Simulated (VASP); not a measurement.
# CdO (Monteponite) (Fm-3m) in VASP: notebook

The runs below take CdO (Monteponite) through single point, with PBE.

All numbers are computed with VASP 6.6.1; they aren't measurements. Logs are shortened: lines on timing, memory, paths and dates and some standing lists are left out, and cuts for length are marked.

## Step 1: The cell of the first run

It takes space group Fm-3m (No. 225, cubic). The conventional cell has a = 4.537 Å, b = 4.537 Å, c = 4.537 Å, α = 90.00°, β = 90.00°, γ = 90.00°. Within 3.0 Å of Cd (site symmetry m-3m) lie 6 O at 2.27 Å. Within 3.0 Å of O (site symmetry m-3m) lie 6 Cd at 2.27 Å.

## Step 2: Single point, PBE

INCAR

```
PREC = Accurate ; ENCUT = 600
EDIFF = 1E-6 ; ISMEAR = -1
SIGMA = 0.1 ; LREAL = False
LASPH = True ; NELM = 120
ALGO = Normal ; ISIF = 2
LWAVE = False ; LCHARG = False
GGA = PE ; NBANDS = 16
GGA_COMPAT = False
```

KPOINTS

```
regular mesh
0
Gamma
  7 7 7
```

POSCAR

```
CdO
1.0
    0.0000000000      2.2684173091      2.2684173091
    2.2684173091      0.0000000000      2.2684173091
    2.2684173091      2.2684173091      0.0000000000
Cd O
1 1
Direct
    0.0000000000      0.0000000000      0.0000000000
    0.5000000000      0.5000000000      0.5000000000
```

Potentials or basis: VASP PAW PBE potentials, release 64 (Cd, O).

The run is started by

```console
> cat potpaw_PBE.64/Cd/POTCAR potpaw_PBE.64/O/POTCAR > POTCAR
> mpirun -np 1 vasp_std > vasp.out
```

OUTCAR:

```text
PREC = Accurate
   ENCUT = 600
   EDIFF = 1E-6
   ISMEAR = -1
   LREAL = False
   LASPH = True
   NELM = 120
   ISIF = 2
   GGA = PE

 ion  position               nearest neighbor table
   1  0.000  0.000  0.000-   2 2.27   2 2.27   2 2.27   2 2.27   2 2.27   2 2.27
   2  0.500  0.500  0.500-   1 2.27   1 2.27   1 2.27   1 2.27   1 2.27   1 2.27

  LATTYP: Found a face centered cubic cell.
 ALAT       =     4.5368346182

  Lattice vectors:

 A1 = (   0.0000000000,   2.2684173091,   2.2684173091)
 A2 = (   2.2684173091,   0.0000000000,   2.2684173091)
 A3 = (   2.2684173091,   2.2684173091,   0.0000000000)

Analysis of symmetry for initial positions (statically):
=====================================================================
 Subroutine PRICEL returns:
 Original cell was already a primitive cell.

 Routine SETGRP: Setting up the symmetry group for a
 face centered cubic supercell.

 Subroutine GETGRP returns: Found 48 space group operations
 (whereof 48 operations were pure point group operations)
 out of a pool of 48 trial point group operations.

The static configuration has the point symmetry O_h .

Analysis of symmetry for dynamics (positions and initial velocities):
=====================================================================
 Subroutine PRICEL returns:
 Original cell was already a primitive cell.

 Routine SETGRP: Setting up the symmetry group for a
 face centered cubic supercell.

 Subroutine GETGRP returns: Found 48 space group operations
 (whereof 48 operations were pure point group operations)
 out of a pool of 48 trial point group operations.

The dynamic configuration has the point symmetry O_h .

 Subroutine INISYM returns: Found 48 space group operations
 (whereof 48 operations are pure point group operations),
 and found     1 'primitive' translations

----------------------------------------------------------------------------------------

                                     Primitive cell

  volume of cell :      23.3453

  direct lattice vectors                    reciprocal lattice vectors
     0.000000000  2.268417309  2.268417309    -0.220417997  0.220417997  0.220417997
     2.268417309  0.000000000  2.268417309     0.220417997 -0.220417997  0.220417997
     2.268417309  2.268417309  0.000000000     0.220417997  0.220417997 -0.220417997

  length of vectors
     3.208026524  3.208026524  3.208026524     0.381775170  0.381775170  0.381775170

  position of ions in fractional coordinates (direct lattice)
     0.000000000  0.000000000  0.000000000
     0.500000000  0.500000000  0.500000000

  ion indices of the primitive-cell ions
   primitive index   ion index
                 1           1
                 2           2

----------------------------------------------------------------------------------------

 KPOINTS: regular mesh

Automatic generation of k-mesh.
 Grid dimensions read from file:
 generate k-points for:    7    7    7

 Generating k-lattice:

  Cartesian coordinates                     Fractional coordinates (reciprocal lattice)
    -0.031488285  0.031488285  0.031488285     0.142857143  0.000000000  0.000000000
     0.031488285 -0.031488285  0.031488285     0.000000000  0.142857143  0.000000000
     0.031488285  0.031488285 -0.031488285     0.000000000  0.000000000  0.142857143

  Length of vectors
     0.054539310  0.054539310  0.054539310

  Shift w.r.t. Gamma in fractional coordinates (k-lattice)
     0.000000000  0.000000000  0.000000000

 Subroutine IBZKPT returns following result:
 ===========================================

 Found     20 irreducible k-points:

 Following reciprocal coordinates:
            Coordinates               Weight
  0.000000  0.000000  0.000000      1.000000
  0.142857  0.000000  0.000000      8.000000
  0.285714  0.000000  0.000000      8.000000
  0.428571  0.000000  0.000000      8.000000
  0.142857  0.142857  0.000000      6.000000
  0.285714  0.142857  0.000000     24.000000
[... 12 lines left out ...]
 -0.428571  0.428571  0.142857     24.000000
 -0.285714  0.428571  0.142857     24.000000
   k-points           NKPTS =     20   k-points in BZ     NKDIM =     20   number of bands    NBANDS=     16
   number of dos      NEDOS =    301   number of ions     NIONS =      2
   total plane-waves  NPLWV =  21952
   dimension x,y,z NGX =    28 NGY =   28 NGZ =   28
   dimension x,y,z NGXF=    56 NGYF=   56 NGZF=   56
   ions per type =               1   1
   NGX,Y,Z   is equivalent  to a cutoff of  14.51, 14.51, 14.51 a.u.
   NGXF,Y,Z  is equivalent  to a cutoff of  29.02, 29.02, 29.02 a.u.
 SYSTEM =  unknown system
   PREC   = accura    normal or accurate (medium, high low for compatibility)
   ISTART =      0    job   : 0-new  1-cont  2-samecut
   ICHARG =      2    charge: 1-file 2-atom 10-const
   ISPIN  =      1    spin polarized calculation?
   LNONCOLLINEAR =      F non collinear calculations
   LSORBIT =      F    spin-orbit coupling
   LASPH  =      T    aspherical Exc in radial PAW
   ENCUT  =  600.0 eV  44.10 Ry    6.64 a.u.   6.41  6.41  6.41*2*pi/ulx,y,z
   NELM   =    120;   NELMIN=  2; NELMDL= -5     # of ELM steps
   EDIFF  = 0.1E-05   stopping-criterion for ELM
   LREAL  =      F    real-space projection
   EDIFFG = 0.1E-04   stopping-criterion for IOM
   NSW    =      0    number of steps for IOM
   IBRION =     -1    ionic relax: 0-MD 1-quasi-New 2-CG
   NFREE  =      0    steps in history (QN), initial steepest desc. (CG)
   ISIF   =      2    stress and relaxation
   ISYM   =      2    0-nonsym 1-usesym 2-fastsym
   POTIM  = 0.5000    time-step for ionic-motion
   TEBEG  =    0.0;   TEEND  =   0.0 temperature during run
   PSTRESS=    0.0 pullay stress
   NELECT =      18.0000    total number of electrons
   NUPDOWN=      -1.0000    fix difference up-down
   EMIN   =  10.00;   EMAX   =-10.00  energy-range for DOS
   EFERMI =   0.00;   METHOD = LEGACY
   ISMEAR =    -1;   SIGMA  =   0.10  broadening in eV -4-tet -1-fermi 0-gaus
   EFERMI_NEDOS =   21; number of points for ismear=-14 and -15
   IALGO  =     38    algorithm
   IMIX   =      4    mixing-type and parameters
     AMIX     =   0.40;   BMIX     =  1.00
     AMIX_MAG =   1.60;   BMIX_MAG =  1.00
  volume/ion in A,a.u.               =      11.67        78.77
  Fermi-wavevector in a.u.,A,eV,Ry     =   1.501180  2.836819 30.661284  2.253541
  Thomas-Fermi vector in A             =   2.612584
   LORBIT       =      0    0 simple, 1 ext, 2 COOP (PROOUT), +10 PAW based schemes
   GGA     = PE    functional components
   LHFCALC =     F    Hartree Fock is set to
   AEXX    =    0.0000 exact exchange contribution
   IVDW    =     0    specifies the selected vdW correction
   LEPSILON=     F    determine dielectric tensor
   LRPA    =     F    only Hartree local field effects (RPA)
 non-spin polarized calculation
  energy-cutoff  :      600.00
  volume of cell :       23.35
 maximum number of plane-waves:       793
 NGX is ok and might be reduce to    28
   NGX = 13   NGY = 13   NGZ = 13

 number of electron      17.9999999 magnetization

 Free energy of the ion-electron system (eV)
  ---------------------------------------------------
  ext. energy  EPLUGINS =         0.00000000
  ---------------------------------------------------
  free energy    TOTEN  =        -7.41625253 eV

  energy without entropy =       -7.41325673  energy(sigma->0) =       -7.41475463

 E-fermi :   3.4156     XC(G=0): -12.3066

 val. band max:        3.0449024789   @ k =   0.4286   0.0000   0.0000
 cond. band min:       4.5033546364   @ k =   0.1429   0.0000   0.0000
 fundamental gap:      1.4584521575
 Fermi energy:         3.4156151087

 k-point     1 :       0.0000    0.0000    0.0000
  band No.  band energies     occupation
      1     -15.1187      2.00000
      2      -3.8460      2.00000
      3      -3.8460      2.00000
      4      -3.8460      2.00000
      5      -3.4620      2.00000
      6      -3.4620      2.00000
[... 8 lines left out ...]
     15      22.8676      0.00000
     16      22.8676      0.00000

 k-point     2 :       0.1429    0.0000    0.0000
  band No.  band energies     occupation
      1     -14.9450      2.00000
      2      -3.9842      2.00000
      3      -3.8666      2.00000
      4      -3.8666      2.00000
      5      -3.5936      2.00000
      6      -3.5936      2.00000
[... 8 lines left out ...]
     15      22.9257      0.00000
     16      22.9257      0.00000

 k-point     3 :       0.2857    0.0000    0.0000
  band No.  band energies     occupation
      1     -14.5236      2.00000
      2      -4.5253      2.00000
      3      -4.3014      2.00000
      4      -4.3014      2.00000
      5      -3.3908      2.00000
      6      -3.3908      2.00000
[... 8 lines left out ...]
     15      24.0486      0.00000
     16      24.0486      0.00000

 k-point     4 :       0.4286    0.0000    0.0000
  band No.  band energies     occupation
      1     -14.1464      2.00000
      2      -5.1578      2.00000
      3      -4.6339      2.00000
      4      -4.6339      2.00000
      5      -3.1692      2.00000
      6      -3.1692      2.00000
[... 8 lines left out ...]
     15      25.8717      0.00000
     16      25.8827      0.00000
[... 248 lines left out ...]
 k-point    18 :      -0.4286    0.2857    0.1429
  band No.  band energies     occupation
      1     -14.1741      2.00000
      2      -4.6306      2.00000
      3      -4.3064      2.00000
      4      -4.2114      2.00000
      5      -3.1938      2.00000
      6      -3.0408      2.00000
[... 8 lines left out ...]
     15      24.1161      0.00000
     16      27.8093      0.00000

 k-point    19 :      -0.4286    0.4286    0.1429
  band No.  band energies     occupation
      1     -14.2446      2.00000
      2      -4.3400      2.00000
      3      -3.9169      2.00000
      4      -3.7681      2.00000
      5      -3.0307      2.00000
      6      -2.8254      2.00000
[... 8 lines left out ...]
     15      25.9966      0.00000
     16      29.3147      0.00000

 k-point    20 :      -0.2857    0.4286    0.1429
  band No.  band energies     occupation
      1     -14.1769      2.00000
      2      -4.3915      2.00000
      3      -4.0982      2.00000
      4      -3.9898      2.00000
      5      -3.0206      2.00000
      6      -2.8050      2.00000
[... 8 lines left out ...]
     15      23.8160      0.00000
     16      29.9134      0.00000

------------------------ aborting loop because EDIFF is reached ----------------------------------------

  FORCE on cell =-STRESS in cart. coord.  units (eV):
  Direction    XX          YY          ZZ          XY          YZ          ZX
  --------------------------------------------------------------------------------------
  -------------------------------------------------------------------------------------
  Total        4.2278468      4.2278468      4.2278468     -0.0000000     -0.0000000      0.0000000
  in kB      290.1556108    290.1556108    290.1556108     -0.0000000     -0.0000000      0.0000000
  external PRESSURE =     290.1556108 kB  Pullay stress =       0.0000000 kB

 VOLUME and BASIS-vectors are now :
 -----------------------------------------------------------------------------
  energy-cutoff  :      600.00
  volume of cell :       23.35
      direct lattice vectors                 reciprocal lattice vectors
     0.000000000  2.268417309  2.268417309    -0.220417997  0.220417997  0.220417997
     2.268417309  0.000000000  2.268417309     0.220417997 -0.220417997  0.220417997
     2.268417309  2.268417309  0.000000000     0.220417997  0.220417997 -0.220417997

 POSITION                                       TOTAL-FORCE (eV/Angst)
 -----------------------------------------------------------------------------------
      0.00000      0.00000      0.00000         0.000000      0.000000      0.000000
      2.26842      2.26842      2.26842        -0.000000     -0.000000     -0.000000
 -----------------------------------------------------------------------------------
    total drift:                                0.000000      0.000000      0.000000

  FREE ENERGIE OF THE ION-ELECTRON SYSTEM (eV)
  ---------------------------------------------------
  free  energy   TOTEN  =        -7.4162525269 eV

  energy  without entropy=       -7.4132567314  energy(sigma->0) =       -7.41475463
```

Run time: 5.9 s. Hardware: 1 thread of Intel Xeon 6975P-C (Granite Rapids), shared host; peak memory 0.15 GiB.

Results:

* Free energy: -7.4163 eV
* Pressure: 29.0 GPa
* Band gap on the k mesh: zero (band 9 reaches 3.04 eV, above the bottom of band 10 at 2.91 eV)

## Step 3: Single point, PBE

This run uses another cell than the first one, of 12.00 Å³/atom, 1.028 times its volume.

INCAR

```
SYSTEM = CdO
ALGO = Normal ; EDIFF = 1E-6
ENCUT = 600 ; GGA = PE
GGA_COMPAT = .False. ; ISIF = 2
ISMEAR = -1 ; LASPH = .True.
LCHARG = .True. ; LELF = .True.
LREAL = .False. ; LVHAR = .True.
LWAVE = .False. ; NBANDS = 16
NELM = 120 ; PREC = Accurate
SIGMA = 0.1
```

KPOINTS

```
k-points
0
Gamma
  7 7 7
  0 0 0
```

POSCAR

```
CdO
1.0
    0.0000000000      2.2892296397      2.2892296397
    2.2892296397      0.0000000000      2.2892296397
    2.2892296397      2.2892296397      0.0000000000
Cd O
1 1
Direct
    0.0000000000      0.0000000000      0.0000000000
    0.5000000000      0.5000000000      0.5000000000
```

Potentials or basis: VASP PAW PBE potentials, release 64 (Cd, O).

The run is started by

```console
> cat potpaw_PBE.64/Cd/POTCAR potpaw_PBE.64/O/POTCAR > POTCAR
> mpirun -np 1 vasp_std > vasp.out
```

Run time: 6.4 s. Hardware: 1 thread of Intel Xeon 6975P-C (Granite Rapids), shared host; peak memory 0.16 GiB.

It converged, with:

```
Free energy            : -7.5217 eV
Pressure               : 22.5 GPa
Band gap on the k mesh : zero (band 9 reaches 2.75 eV, above the bottom of band 10 at 2.55 eV)
```

Levels at points of the mesh, in eV from the Fermi level:
| k point | band 5 | band 6 | band 7 | band 8 | band 9 | band 10 | band 11 | band 12 | band 13 | band 14 |
| --- | --- | --- | --- | --- | --- | --- | --- | --- | --- | --- |
| (0.00, 0.00, 0.00) | -6.82 | -6.82 | -1.95 | -1.95 | -1.95 | -0.57 | 14.78 | 17.28 | 17.28 | 17.28 |

(Part 1 of 2 ends here.)
